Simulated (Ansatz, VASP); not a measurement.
## One calculation of CaF, two programs

```
Ca F
1.0
     3.37612    0.00000    0.00000
     0.00000    3.37612    0.00000
     0.00000    0.00000    3.37612
Ca F
1 1
Direct
  0.50000 0.50000 0.50000
  0.00000 0.00000 0.00000
```

Change from the starting cell: species swapped into the NdAu type (Pm-3m, No. 221).

Alike in both runs: functional PBE; k mesh 16 × 16 × 16; occupations gaussian, width 0.1 eV; no spin polarisation.

Ansatz relaxed the structure, and its values are those at the end. VASP's run is a single point on that final structure, the one shown.

|  | VASP | Ansatz |
| --- | --- | --- |
| version | VASP 6.6.1 | Ansatz 0.2.0 |
| potentials or method | VASP PAW PBE potentials, release 64 (Ca_sv, F), cutoff 600 eV | scalar-relativistic, plane waves, PAW |
| valence electrons in the cell | 17 | 17 |

Ansatz gave:

```
gap on the k mesh at the Fermi level (eV) : none
pressure (GPa)                            : 0.0
```

Task: What did VASP give for the same quantities?

Result: gap on the k mesh at the Fermi level (eV): none; pressure (GPa): -0.1.

A gap of «none» marks a metal or a gap that the smearing closes.
